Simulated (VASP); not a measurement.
# CsPbBr3 (a cell with a defect) in VASP: single point with PBEsol

Aim: the single point of CsPbBr3 (a cell with a defect) with PBEsol.

All numbers are computed with VASP 6.6.1; they aren't measurements. Logs are shortened: lines on timing, memory, paths and dates and some standing lists are left out, and cuts for length are marked.

## Step 1: The cell of the first run

The cell holds a defect, 40 atoms: a = 11.763 Å, b = 11.763 Å, c = 11.763 Å, α = 90.00°, β = 90.00°, γ = 90.00°.

## Step 2: Single point, PBEsol

INCAR

```
ALGO = Normal
EDIFF = 1E-6
ENCUT = 400
GGA = PS
GGA_COMPAT = F
ISIF = 2
ISMEAR = -1
ISYM = -1
LASPH = T
LCHARG = F
LREAL = Auto
LWAVE = F
NBANDS = 202
NELM = 120
PREC = Accurate
SIGMA = 0.05
```

KPOINTS

```
explicit points
1
Reciprocal
  0.25000000   0.25000000   0.25000000 1
```

POSCAR

```
CsPbBr3
1.0
   11.7633300000      0.0000000000      0.0000000000
    0.0000000000     11.7633300000      0.0000000000
    0.0000000000      0.0000000000     11.7633300000
Br Cs Pb
24 8 8
Direct
    0.2507690000      0.0659120000      0.9981230000
    0.2297580000      0.3876240000      0.0003530000
    0.2356800000      0.7092500000      0.0022820000
    0.2815450000      0.7402300000      0.5028700000
    0.7582530000      0.2408660000      0.9956330000
    0.7017640000      0.2896110000      0.4954160000
    0.7555080000      0.7643910000      0.0006680000
    0.7261150000      0.7256250000      0.5010660000
    0.9978330000      0.2475480000      0.3054810000
    0.9911940000      0.2444770000      0.6935840000
    0.9979480000      0.7269220000      0.2847280000
    0.9919670000      0.7343290000      0.7192160000
    0.4873340000      0.2342630000      0.2145150000
    0.4745720000      0.2534440000      0.7522380000
    0.4990790000      0.7533210000      0.2300890000
    0.4933980000      0.7396300000      0.7708400000
    0.2466980000      0.0003440000      0.3185650000
    0.2444340000      0.0030020000      0.6815920000
    0.2632940000      0.4817060000      0.3057940000
    0.2323450000      0.4881090000      0.6982150000
    0.7382970000      0.9984840000      0.2874420000
    0.7238710000      0.9999570000      0.7161080000
    0.7493650000      0.4991340000      0.2240580000
    0.7407680000      0.5006810000      0.7696630000
    0.9836100000      0.9672820000      0.4988960000
    0.9705240000      0.5441470000      0.9944640000
    0.9585310000      0.5033670000      0.5026980000
    0.5553820000      0.0019310000      0.0061290000
    0.5022390000      0.9532690000      0.4957720000
    0.5136410000      0.5141670000      0.0093290000
    0.4979830000      0.5229090000      0.5355590000
    0.2401510000      0.2504310000      0.5003910000
    0.2419180000      0.2220130000      0.1845830000
    0.2348920000      0.2260740000      0.8141870000
    0.2482240000      0.7302730000      0.2559300000
    0.2415790000      0.7379030000      0.7486770000
    0.7511880000      0.2476730000      0.2511680000
    0.7441210000      0.2485940000      0.7431470000
    0.7490810000      0.7491040000      0.2507020000
    0.7441920000      0.7523490000      0.7516280000
```

Potentials or basis: VASP PAW PBE potentials, release 64 (Br, Cs_sv, Pb_d).

Run with:

```console
$ cat potpaw_PBE.64/Br/POTCAR potpaw_PBE.64/Cs_sv/POTCAR potpaw_PBE.64/Pb_d/POTCAR > POTCAR
$ mpirun -np 1 vasp_std > vasp.out
```

OUTCAR:

```text
EDIFF = 1E-6
   ENCUT = 400
   GGA = PS
   ISIF = 2
   ISMEAR = -1
   ISYM = -1
   LASPH = T
   LREAL = Auto
   NELM = 120
   PREC = Accurate

 ion  position               nearest neighbor table
   1  0.251  0.066  0.998-  33 2.86  34 2.88
   2  0.230  0.388  0.000-  34 2.90  33 2.92
   3  0.236  0.709  0.002-  35 3.00  36 3.00
   4  0.282  0.740  0.503-  36 2.93  35 2.93
   5  0.758  0.241  0.996-  38 2.98  37 3.01
   6  0.702  0.290  0.495-  37 2.97  38 3.00
[... 16 lines left out ...]
  23  0.749  0.499  0.224-  39 2.96  37 2.98
  24  0.741  0.501  0.770-  40 2.97  38 2.98
  25  0.984  0.967  0.499-
  26  0.971  0.544  0.994-
  27  0.959  0.503  0.503-
  28  0.555  0.002  0.006-
  29  0.502  0.953  0.496-
  30  0.514  0.514  0.009-
  31  0.498  0.523  0.536-
  32  0.240  0.250  0.500-
  33  0.242  0.222  0.185-   1 2.86  13 2.91   2 2.92  17 3.05   9 3.22  19 3.38
  34  0.235  0.226  0.814-   1 2.88   2 2.90  14 2.93  18 3.05  10 3.21  20 3.37
  35  0.248  0.730  0.256-   4 2.93  11 2.96  15 2.98  19 2.99   3 3.00  17 3.26
  36  0.242  0.738  0.749-   4 2.93  12 2.96  16 2.97  20 3.00   3 3.00  18 3.22
  37  0.751  0.248  0.251-  21 2.97   9 2.97   6 2.97  23 2.98   5 3.01  13 3.14
  38  0.744  0.249  0.743-  22 2.95  10 2.96   5 2.98  24 2.98   6 3.00  14 3.17
  39  0.749  0.749  0.251-   7 2.95  15 2.95  23 2.96  11 2.97  21 2.97   8 2.97
  40  0.744  0.752  0.752-   7 2.94  12 2.95  22 2.95  16 2.96  24 2.97   8 2.97

IMPORTANT INFORMATION: All symmetrisations will be switched off!
NOSYMM: (Re-)initialisation of all symmetry stuff for point group C_1.

----------------------------------------------------------------------------------------

                                     Primitive cell

  volume of cell :    1627.7618

  direct lattice vectors                    reciprocal lattice vectors
    11.763330000  0.000000000  0.000000000     0.085009942  0.000000000  0.000000000
     0.000000000 11.763330000  0.000000000     0.000000000  0.085009942  0.000000000
     0.000000000  0.000000000 11.763330000     0.000000000  0.000000000  0.085009942

  length of vectors
    11.763330000 11.763330000 11.763330000     0.085009942  0.085009942  0.085009942

  position of ions in fractional coordinates (direct lattice)
     0.250769000  0.065912000  0.998123000
     0.229758000  0.387624000  0.000353000
     0.235680000  0.709250000  0.002282000
     0.281545000  0.740230000  0.502870000
     0.758253000  0.240866000  0.995633000
     0.701764000  0.289611000  0.495416000
[... 32 lines left out ...]
     0.749081000  0.749104000  0.250702000
     0.744192000  0.752349000  0.751628000

  ion indices of the primitive-cell ions
   primitive index   ion index
                 1           1
                 2           2
                 3           3
                 4           4
                 5           5
                 6           6
[... 32 lines left out ...]
                39          39
                40          40

----------------------------------------------------------------------------------------

 KPOINTS: explicit points

Read explicit list of k-points.

 Found      1 k-points:

 Following reciprocal coordinates:
            Coordinates               Weight
  0.250000  0.250000  0.250000      1.000000
   k-points           NKPTS =      1   k-points in BZ     NKDIM =      1   number of bands    NBANDS=    202
   number of dos      NEDOS =    301   number of ions     NIONS =     40
   total plane-waves  NPLWV = 512000
   dimension x,y,z NGX =    80 NGY =   80 NGZ =   80
   dimension x,y,z NGXF=   160 NGYF=  160 NGZF=  160
   ions per type =              24   8   8
   NGX,Y,Z   is equivalent  to a cutoff of  11.31, 11.31, 11.31 a.u.
   NGXF,Y,Z  is equivalent  to a cutoff of  22.61, 22.61, 22.61 a.u.
 SYSTEM =  unknown system
   PREC   = accura    normal or accurate (medium, high low for compatibility)
   ISTART =      0    job   : 0-new  1-cont  2-samecut
   ICHARG =      2    charge: 1-file 2-atom 10-const
   ISPIN  =      1    spin polarized calculation?
   LNONCOLLINEAR =      F non collinear calculations
   LSORBIT =      F    spin-orbit coupling
   LASPH  =      T    aspherical Exc in radial PAW
   ENCUT  =  400.0 eV  29.40 Ry    5.42 a.u.  19.18 19.18 19.18*2*pi/ulx,y,z
   NELM   =    120;   NELMIN=  2; NELMDL= -5     # of ELM steps
   EDIFF  = 0.1E-05   stopping-criterion for ELM
   LREAL  =      T    real-space projection
   EDIFFG = 0.1E-04   stopping-criterion for IOM
   NSW    =      0    number of steps for IOM
   IBRION =     -1    ionic relax: 0-MD 1-quasi-New 2-CG
   NFREE  =      0    steps in history (QN), initial steepest desc. (CG)
   ISIF   =      2    stress and relaxation
   ISYM   =     -1    0-nonsym 1-usesym 2-fastsym
   POTIM  = 0.5000    time-step for ionic-motion
   TEBEG  =    0.0;   TEEND  =   0.0 temperature during run
   PSTRESS=    0.0 pullay stress
   NELECT =     352.0000    total number of electrons
   NUPDOWN=      -1.0000    fix difference up-down
   EMIN   =  10.00;   EMAX   =-10.00  energy-range for DOS
   EFERMI =   0.00;   METHOD = LEGACY
   ISMEAR =    -1;   SIGMA  =   0.05  broadening in eV -4-tet -1-fermi 0-gaus
   EFERMI_NEDOS =   21; number of points for ismear=-14 and -15
   IALGO  =     38    algorithm
   IMIX   =      4    mixing-type and parameters
     AMIX     =   0.40;   BMIX     =  1.00
     AMIX_MAG =   1.60;   BMIX_MAG =  1.00
  volume/ion in A,a.u.               =      40.69       274.62
  Fermi-wavevector in a.u.,A,eV,Ry     =   0.982635  1.856910 13.137391  0.965571
  Thomas-Fermi vector in A             =   2.113732
   LORBIT       =      0    0 simple, 1 ext, 2 COOP (PROOUT), +10 PAW based schemes
   GGA     = PS    functional components
   LHFCALC =     F    Hartree Fock is set to
   AEXX    =    0.0000 exact exchange contribution
   IVDW    =     0    specifies the selected vdW correction
   LEPSILON=     F    determine dielectric tensor
   LRPA    =     F    only Hartree local field effects (RPA)
 non-spin polarized calculation
  energy-cutoff  :      400.00
  volume of cell :     1627.76
 maximum number of plane-waves:     29545
 NGX is ok and might be reduce to    80
   NGX = 39   NGY = 39   NGZ = 39

 number of electron     352.0000003 magnetization

 Free energy of the ion-electron system (eV)
  ---------------------------------------------------
  ext. energy  EPLUGINS =         0.00000000
  ---------------------------------------------------
  free energy    TOTEN  =      -133.84852715 eV

  energy without entropy =     -133.84852715  energy(sigma->0) =     -133.84852715

 E-fermi :   1.2064     XC(G=0):  -7.7402

 val. band max:        0.0002347706   @ k =   0.2500   0.2500   0.2500
 cond. band min:       2.9501237496   @ k =   0.2500   0.2500   0.2500
 fundamental gap:      2.9498889789
 Fermi energy:         1.2064178652

 k-point     1 :       0.2500    0.2500    0.2500
  band No.  band energies     occupation
      1     -20.5809      2.00000
      2     -20.1095      2.00000
      3     -20.1049      2.00000
      4     -20.0910      2.00000
      5     -20.0812      2.00000
      6     -20.0740      2.00000
[... 180 lines left out ...]
    187       3.7271      0.00000
    188       4.0800      0.00000
 [bands above 188 left out]

------------------------ aborting loop because EDIFF is reached ----------------------------------------

  FORCE on cell =-STRESS in cart. coord.  units (eV):
  Direction    XX          YY          ZZ          XY          YZ          ZX
  --------------------------------------------------------------------------------------
  -------------------------------------------------------------------------------------
  Total       -4.8146611     -4.5285420     -2.0644873     -0.6502538      0.1808928     -0.2020619
  in kB       -4.7389864     -4.4573644     -2.0320386     -0.6400334      0.1780496     -0.1988860
  external PRESSURE =      -3.7427965 kB  Pullay stress =       0.0000000 kB

 VOLUME and BASIS-vectors are now :
 -----------------------------------------------------------------------------
  energy-cutoff  :      400.00
  volume of cell :     1627.76
      direct lattice vectors                 reciprocal lattice vectors
    11.763330000  0.000000000  0.000000000     0.085009942  0.000000000  0.000000000
     0.000000000 11.763330000  0.000000000     0.000000000  0.085009942  0.000000000
     0.000000000  0.000000000 11.763330000     0.000000000  0.000000000  0.085009942

 POSITION                                       TOTAL-FORCE (eV/Angst)
 -----------------------------------------------------------------------------------
      2.94988      0.77534     11.74125        -0.003823      0.005106      0.000205
      2.70272      4.55975      0.00415         0.002406     -0.006774      0.012557
      2.77238      8.34314      0.02684         0.000855      0.000854      0.003732
      3.31191      8.70757      5.91543        -0.001867      0.000064     -0.010399
      8.91958      2.83339     11.71196         0.012391      0.002530      0.002766
      8.25508      3.40679      5.82774        -0.001362     -0.008587      0.000512
[... 32 lines left out ...]
      8.81169      8.81196      2.94909        -0.003279     -0.003375      0.007155
      8.75418      8.85013      8.84165        -0.002262     -0.001935     -0.003677
 -----------------------------------------------------------------------------------
    total drift:                                0.008119     -0.018824     -0.004259

  FREE ENERGIE OF THE ION-ELECTRON SYSTEM (eV)
  ---------------------------------------------------
  free  energy   TOTEN  =      -133.8485271503 eV

  energy  without entropy=     -133.8485271502  energy(sigma->0) =     -133.84852715
```

It took 7 min on 1 thread of Intel Xeon Platinum 8259CL at 2.50GHz (Skylake/Cascade Lake), shared host; peak memory 1 GiB.

What came out:

* Free energy: -133.8485 eV
* Pressure: -0.4 GPa
* Largest force: 0.025 eV/Å
* Band gap on the k mesh: 2.95 eV

Forces on the atoms (eV/Å):
```
Br  -0.004  0.005  0.000
Br   0.002 -0.007  0.013
Br   0.001  0.001  0.004
Br  -0.002  0.000 -0.010
Br   0.012  0.003  0.003
Br  -0.001 -0.009  0.001
Br   0.001  0.004 -0.003
Br  -0.002  0.005 -0.003
Br   0.004  0.007 -0.016
Br  -0.012  0.000  0.006
Br   0.005  0.001 -0.004
Br  -0.008  0.008  0.002
Br   0.011 -0.001 -0.010
Br   0.025  0.000  0.002
Br   0.001 -0.006  0.003
Br   0.008 -0.004  0.005
Br   0.007 -0.002 -0.003
Br   0.008 -0.015  0.004
Br   0.004 -0.004 -0.011
Br  -0.003 -0.014  0.008
Br   0.002  0.000 -0.001
Br   0.005  0.007  0.002
Br  -0.002 -0.004  0.003
Br  -0.005 -0.010 -0.005
Cs  -0.003 -0.005 -0.002
Cs  -0.009 -0.008  0.001
Cs  -0.005  0.000  0.001
Cs  -0.008  0.003  0.001
Cs  -0.002  0.008  0.005
Cs  -0.005 -0.001  0.005
Cs   0.000 -0.010 -0.010
Cs   0.006  0.016  0.009
Pb   0.001  0.008 -0.012
Pb  -0.020 -0.005  0.005
Pb   0.000  0.004  0.003
Pb  -0.005  0.015  0.001
Pb  -0.005  0.006  0.007
Pb   0.004  0.007 -0.007
Pb  -0.003 -0.003  0.007
Pb  -0.002 -0.002 -0.004
```

Stress tensor (GPa, compression positive):
```
-0.47 -0.06 -0.02
-0.06 -0.45  0.02
-0.02  0.02 -0.20
```

Levels at points of the mesh, in eV from the valence-band top:
```csv
k point,band 173,band 174,band 175,band 176,band 177,band 178,band 179,band 180
"(0.25, 0.25, 0.25)",-0.34,-0.25,-0.15,0.00,2.95,3.09,3.15,3.22
```

Caveat: the PAW data sets were made with another functional, which shifts forces and pressure a little; spin-orbit coupling is left out, which moves the levels of the heavy elements.
